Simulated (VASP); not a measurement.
# SnO2 (I4_1/amd) in VASP: notebook

The runs below take SnO2 through single point, with LDA.

All numbers are computed with VASP 6.6.1; they aren't measurements. Logs are shortened: lines on timing, memory, paths and dates and some standing lists are left out, and cuts for length are marked.

## (1) The cell of the first run

The structure is tetragonal, space group I4_1/amd (No. 141). Conventional cell: a = 3.891 Å, b = 3.891 Å, c = 10.593 Å, α = 90.00°, β = 90.00°, γ = 90.00°. Within 2.7 Å of Sn (site symmetry -4m2) lie 6 O at 2.02 to 2.11 Å. Within 2.7 Å of O (site symmetry 2mm) lie 3 Sn at 2.02 to 2.11 Å and 2 O at 2.50 Å.

## (2) Single point, LDA (13.36 Å³/atom)

Contents of INCAR:

```
SYSTEM = SnO2
PREC     = Accurate       ! precision mode
ENCUT    = 520            ! plane-wave cutoff, eV
EDIFF    = 1E-6           ! SCF threshold, eV
ISMEAR   = 0              ! smearing method
SIGMA    = 0.05           ! smearing width, eV
LREAL    = .FALSE.        ! projectors in reciprocal space
LASPH    = .TRUE.         ! aspherical terms in the spheres
NELM     = 80             ! most SCF steps
ALGO     = Normal         ! electronic algorithm
ISIF     = 2              ! what is computed and relaxed
LWAVE    = .FALSE.        ! write WAVECAR
LCHARG   = .FALSE.        ! write CHGCAR
GGA      = CA             ! functional
NBANDS   = 35             ! bands
```

Contents of KPOINTS:

```
regular mesh
0
G
  10 10 10
  0 0 0
```

Contents of POSCAR:

```
SnO2
1.0
   -1.9454635646      1.9454635646      5.2963300082
    1.9454635646     -1.9454635646      5.2963300082
    1.9454635646      1.9454635646     -5.2963300082
Sn O
2 4
Direct
    0.7500000000      0.2500000000      0.5000000000
    0.0000000000      0.0000000000      0.0000000000
    0.8012049503      0.8012049503      0.0000000000
    0.9487950497      0.4487950497      0.5000000000
    0.1987950497      0.1987950497      0.0000000000
    0.5512049503      0.0512049503      0.5000000000
```

Potentials or basis: VASP PAW LDA potentials, release 64 (Sn_d, O).

The run is started by

```
cat potpaw_LDA.64/Sn_d/POTCAR potpaw_LDA.64/O/POTCAR > POTCAR
mpirun -np 1 vasp_std > vasp.out
```

OUTCAR:

```text
SYSTEM = SnO2
   PREC = Accurate
   ENCUT = 520
   EDIFF = 1E-6
   ISMEAR = 0
   LREAL = .FALSE.
   LASPH = .TRUE.
   NELM = 80
   ISIF = 2
   GGA = CA

 ion  position               nearest neighbor table
   1  0.750  0.250  0.500-   3 2.02   5 2.02   3 2.02   5 2.02   4 2.11   6 2.11   2 3.29   2 3.29
                             2 3.29   2 3.29
   2  0.000  0.000  0.000-   6 2.02   4 2.02   6 2.02   4 2.02   3 2.11   5 2.11   1 3.29   1 3.29
                             1 3.29   1 3.29
   3  0.801  0.801  0.000-   1 2.02   1 2.02   2 2.11
   4  0.949  0.449  0.500-   2 2.02   2 2.02   1 2.11
   5  0.199  0.199  0.000-   1 2.02   1 2.02   2 2.11
   6  0.551  0.051  0.500-   2 2.02   2 2.02   1 2.11

  LATTYP: Found a body centered tetragonal cell.
 ALAT       =     3.8909271292
 C/A-ratio  =     2.7224000000

  Lattice vectors:

 A1 = (  -1.9454635646,   1.9454635646,   5.2963300082)
 A2 = (   1.9454635646,  -1.9454635646,   5.2963300082)
 A3 = (   1.9454635646,   1.9454635646,  -5.2963300082)

Analysis of symmetry for initial positions (statically):
=====================================================================
 Subroutine PRICEL returns:
 Original cell was already a primitive cell.

 Routine SETGRP: Setting up the symmetry group for a
 body centered tetragonal supercell.

 Subroutine GETGRP returns: Found 16 space group operations
 (whereof  8 operations were pure point group operations)
 out of a pool of 16 trial point group operations.

The static configuration has the point symmetry D_2d.
 The point group associated with its full space group is D_4h.

Analysis of symmetry for dynamics (positions and initial velocities):
=====================================================================
 Subroutine PRICEL returns:
 Original cell was already a primitive cell.

 Routine SETGRP: Setting up the symmetry group for a
 body centered tetragonal supercell.

 Subroutine GETGRP returns: Found 16 space group operations
 (whereof  8 operations were pure point group operations)
 out of a pool of 16 trial point group operations.

The dynamic configuration has the point symmetry D_2d.
 The point group associated with its full space group is D_4h.

 Subroutine INISYM returns: Found 16 space group operations
 (whereof  8 operations are pure point group operations),
 and found     1 'primitive' translations

----------------------------------------------------------------------------------------

                                     Primitive cell

  volume of cell :      80.1828

  direct lattice vectors                    reciprocal lattice vectors
    -1.945463565  1.945463565  5.296330008     0.000000000  0.257008154  0.094404994
     1.945463565 -1.945463565  5.296330008     0.257008154  0.000000000  0.094404994
     1.945463565  1.945463565 -5.296330008     0.257008154  0.257008154  0.000000000

  length of vectors
     5.968313708  5.968313708  5.968313708     0.273798273  0.273798273  0.363464417

  position of ions in fractional coordinates (direct lattice)
     0.750000000  0.250000000  0.500000000
     0.000000000  0.000000000  0.000000000
     0.801204950  0.801204950  0.000000000
     0.948795050  0.448795050  0.500000000
     0.198795050  0.198795050  0.000000000
     0.551204950  0.051204950  0.500000000

  ion indices of the primitive-cell ions
   primitive index   ion index
                 1           1
                 2           2
                 3           3
                 4           4
                 5           5
                 6           6

----------------------------------------------------------------------------------------

 KPOINTS: regular mesh

Automatic generation of k-mesh.
 Grid dimensions read from file:
 generate k-points for:   10   10   10

 Generating k-lattice:

  Cartesian coordinates                     Fractional coordinates (reciprocal lattice)
     0.000000000  0.025700815  0.009440499     0.100000000  0.000000000  0.000000000
     0.025700815  0.000000000  0.009440499     0.000000000  0.100000000  0.000000000
     0.025700815  0.025700815  0.000000000     0.000000000  0.000000000  0.100000000

  Length of vectors
     0.027379827  0.027379827  0.036346442

  Shift w.r.t. Gamma in fractional coordinates (k-lattice)
     0.000000000  0.000000000  0.000000000

 Subroutine IBZKPT returns following result:
 ===========================================

 Found    102 irreducible k-points:

 Following reciprocal coordinates:
            Coordinates               Weight
  0.000000  0.000000  0.000000      1.000000
  0.100000  0.000000 -0.000000      8.000000
  0.200000  0.000000 -0.000000      8.000000
  0.300000  0.000000 -0.000000      8.000000
  0.400000  0.000000 -0.000000      8.000000
  0.500000  0.000000 -0.000000      4.000000
[... 16 lines left out ...]
  0.300000  0.300000 -0.000000      8.000000
  0.400000  0.300000  0.000000     16.000000
 [... further k-points ...]
   k-points           NKPTS =    102   k-points in BZ     NKDIM =    102   number of bands    NBANDS=     35
   number of dos      NEDOS =    301   number of ions     NIONS =      6
   total plane-waves  NPLWV = 110592
   dimension x,y,z NGX =    48 NGY =   48 NGZ =   48
   dimension x,y,z NGXF=    96 NGYF=   96 NGZF=   96
   ions per type =               2   4
   NGX,Y,Z   is equivalent  to a cutoff of  13.37, 13.37, 13.37 a.u.
   NGXF,Y,Z  is equivalent  to a cutoff of  26.74, 26.74, 26.74 a.u.
 SYSTEM =  SnO2
   PREC   = accura    normal or accurate (medium, high low for compatibility)
   ISTART =      0    job   : 0-new  1-cont  2-samecut
   ICHARG =      2    charge: 1-file 2-atom 10-const
   ISPIN  =      1    spin polarized calculation?
   LNONCOLLINEAR =      F non collinear calculations
   LSORBIT =      F    spin-orbit coupling
   LASPH  =      T    aspherical Exc in radial PAW
   ENCUT  =  520.0 eV  38.22 Ry    6.18 a.u.  11.10 11.10 11.10*2*pi/ulx,y,z
   NELM   =     80;   NELMIN=  2; NELMDL= -5     # of ELM steps
   EDIFF  = 0.1E-05   stopping-criterion for ELM
   LREAL  =      F    real-space projection
   EDIFFG = 0.1E-04   stopping-criterion for IOM
   NSW    =      0    number of steps for IOM
   IBRION =     -1    ionic relax: 0-MD 1-quasi-New 2-CG
   NFREE  =      0    steps in history (QN), initial steepest desc. (CG)
   ISIF   =      2    stress and relaxation
   ISYM   =      2    0-nonsym 1-usesym 2-fastsym
   POTIM  = 0.5000    time-step for ionic-motion
   TEBEG  =    0.0;   TEEND  =   0.0 temperature during run
   PSTRESS=    0.0 pullay stress
   NELECT =      52.0000    total number of electrons
   NUPDOWN=      -1.0000    fix difference up-down
   EMIN   =  10.00;   EMAX   =-10.00  energy-range for DOS
   EFERMI =   0.00;   METHOD = LEGACY
   ISMEAR =     0;   SIGMA  =   0.05  broadening in eV -4-tet -1-fermi 0-gaus
   EFERMI_NEDOS =   21; number of points for ismear=-14 and -15
   IALGO  =     38    algorithm
   IMIX   =      4    mixing-type and parameters
     AMIX     =   0.40;   BMIX     =  1.00
     AMIX_MAG =   1.60;   BMIX_MAG =  1.00
  volume/ion in A,a.u.               =      13.36        90.18
  Fermi-wavevector in a.u.,A,eV,Ry     =   1.417040  2.677818 27.320542  2.008003
  Thomas-Fermi vector in A             =   2.538312
   LORBIT       =      0    0 simple, 1 ext, 2 COOP (PROOUT), +10 PAW based schemes
   GGA     = CA    functional components
   LHFCALC =     F    Hartree Fock is set to
   AEXX    =    0.0000 exact exchange contribution
   IVDW    =     0    specifies the selected vdW correction
   LEPSILON=     F    determine dielectric tensor
   LRPA    =     F    only Hartree local field effects (RPA)
 non-spin polarized calculation
 Gauss-broadening in eV      SIGMA  =   0.05
  energy-cutoff  :      520.00
  volume of cell :       80.18
 maximum number of plane-waves:      2180
 NGX is ok and might be reduce to    48
   NGX = 23   NGY = 23   NGZ = 23

 number of electron      51.9999996 magnetization

 Free energy of the ion-electron system (eV)
  ---------------------------------------------------
  ext. energy  EPLUGINS =         0.00000000
  ---------------------------------------------------
  free energy    TOTEN  =       -41.66762693 eV

  energy without entropy =      -41.66762693  energy(sigma->0) =      -41.66762693

 E-fermi :   4.2048     XC(G=0): -10.9730

 val. band max:        3.9470325790   @ k =  -0.4000   0.4000   0.0000
 cond. band min:       5.7088031598   @ k =   0.0000   0.0000   0.0000
 fundamental gap:      1.7617705808
 Fermi energy:         4.2047830786

 k-point     1 :       0.0000    0.0000    0.0000
  band No.  band energies     occupation
      1     -16.3173      2.00000
      2     -16.1800      2.00000
      3     -16.1603      2.00000
      4     -15.4946      2.00000
      5     -15.4053      2.00000
      6     -15.4053      2.00000
[... 27 lines left out ...]
     34      16.2465      0.00000
     35      16.3879      0.00000

 k-point     2 :       0.1000    0.0000   -0.0000
  band No.  band energies     occupation
      1     -16.3068      2.00000
      2     -16.1667      2.00000
      3     -16.1313      2.00000
      4     -15.4997      2.00000
      5     -15.4076      2.00000
      6     -15.4031      2.00000
[... 27 lines left out ...]
     34      15.8271      0.00000
     35      16.1883      0.00000

 k-point     3 :       0.2000    0.0000   -0.0000
  band No.  band energies     occupation
      1     -16.2828      2.00000
      2     -16.1507      2.00000
      3     -16.0306      2.00000
      4     -15.5181      2.00000
      5     -15.4132      2.00000
      6     -15.3986      2.00000
[... 27 lines left out ...]
     34      15.5230      0.00000
     35      15.7791      0.00000

 k-point     4 :       0.3000    0.0000   -0.0000
  band No.  band energies     occupation
      1     -16.2649      2.00000
      2     -16.1180      2.00000
      3     -15.9029      2.00000
      4     -15.5514      2.00000
      5     -15.4196      2.00000
      6     -15.3926      2.00000
[... 27 lines left out ...]
     34      15.4247      0.00000
     35      15.6855      0.00000

 k-point     5 :       0.4000    0.0000   -0.0000
  band No.  band energies     occupation
      1     -16.2591      2.00000
      2     -16.0813      2.00000
      3     -15.7989      2.00000
      4     -15.5881      2.00000
      5     -15.4245      2.00000
      6     -15.3783      2.00000
[... 638 lines left out ...]
 k-point    22 :      -0.2000    0.2000    0.0000
  band No.  band energies     occupation
      1     -16.1303      2.00000
      2     -16.1149      2.00000
      3     -15.9840      2.00000
      4     -15.5959      2.00000
      5     -15.4208      2.00000
      6     -15.3711      2.00000
[... 27 lines left out ...]
     34      15.2371      0.00000
     35      15.9300      0.00000

 k-point    23 :       0.3000    0.3000   -0.0000
  band No.  band energies     occupation
      1     -16.1289      2.00000
      2     -16.0167      2.00000
      3     -15.7378      2.00000
      4     -15.5001      2.00000
      5     -15.4682      2.00000
      6     -15.3424      2.00000
[... 27 lines left out ...]
     34      15.1361      0.00000
     35      16.2770      0.00000

 k-point    24 :       0.4000    0.3000    0.0000
  band No.  band energies     occupation
      1     -16.0722      2.00000
      2     -15.9595      2.00000
      3     -15.6858      2.00000
      4     -15.5115      2.00000
      5     -15.4772      2.00000
      6     -15.3387      2.00000
[... 27 lines left out ...]
     34      15.1572      0.00000
     35      16.6418      0.00000

 [... further k-points ...]

------------------------ aborting loop because EDIFF is reached ----------------------------------------

  FORCE on cell =-STRESS in cart. coord.  units (eV):
  Direction    XX          YY          ZZ          XY          YZ          ZX
  --------------------------------------------------------------------------------------
  -------------------------------------------------------------------------------------
  Total        2.1284627      2.1284627     -1.0052509      0.0000000      0.0000000      0.0000000
  in kB       42.5300007     42.5300007    -20.0864799      0.0000000      0.0000000      0.0000000
  external PRESSURE =      21.6578405 kB  Pullay stress =       0.0000000 kB

 VOLUME and BASIS-vectors are now :
 -----------------------------------------------------------------------------
  energy-cutoff  :      520.00
  volume of cell :       80.18
      direct lattice vectors                 reciprocal lattice vectors
    -1.945463565  1.945463565  5.296330008     0.000000000  0.257008154  0.094404994
     1.945463565 -1.945463565  5.296330008     0.257008154  0.000000000  0.094404994
     1.945463565  1.945463565 -5.296330008     0.257008154  0.257008154  0.000000000

 POSITION                                       TOTAL-FORCE (eV/Angst)
 -----------------------------------------------------------------------------------
     -0.00000      1.94546      2.64817         0.000000      0.000000     -0.000000
      0.00000      0.00000      0.00000         0.000000      0.000000     -0.000000
      0.00000      0.00000      8.48689        -0.000000      0.000000     -0.023181
      0.00000      1.94546      4.75393         0.000000     -0.000000      0.023181
      0.00000      0.00000      2.10577        -0.000000      0.000000      0.023181
      0.00000      1.94546      0.54240         0.000000     -0.000000     -0.023181
 -----------------------------------------------------------------------------------
    total drift:                               -0.000000      0.000000     -0.000000

  FREE ENERGIE OF THE ION-ELECTRON SYSTEM (eV)
  ---------------------------------------------------
  free  energy   TOTEN  =       -41.6676269277 eV

  energy  without entropy=      -41.6676269277  energy(sigma->0) =      -41.66762693
```

It took 5.2 min on 1 thread of AMD EPYC 9R45 (Zen 5), shared host; peak memory 0.37 GiB.

What came out:

```
Free energy            : -41.6676 eV
Pressure               : 2.2 GPa
Largest force          : 0.023 eV/Å
Band gap on the k mesh : 1.76 eV (least direct gap 2.05 eV)
```

Forces on the atoms (eV/Å):
```
Sn   0.000  0.000  0.000
Sn   0.000  0.000  0.000
O    0.000  0.000 -0.023
O    0.000  0.000  0.023
O    0.000  0.000  0.023
O    0.000  0.000 -0.023
```

Stress tensor (GPa, compression positive):
```
 4.25  0.00  0.00
 0.00  4.25  0.00
 0.00  0.00 -2.01
```

Caveat: the stress differs along the axes, from -2 to 4 GPa; spin-orbit coupling is left out, which moves the levels of the heavy elements. A k mesh can miss the band edges.

(Continued in part 2 of 2.)
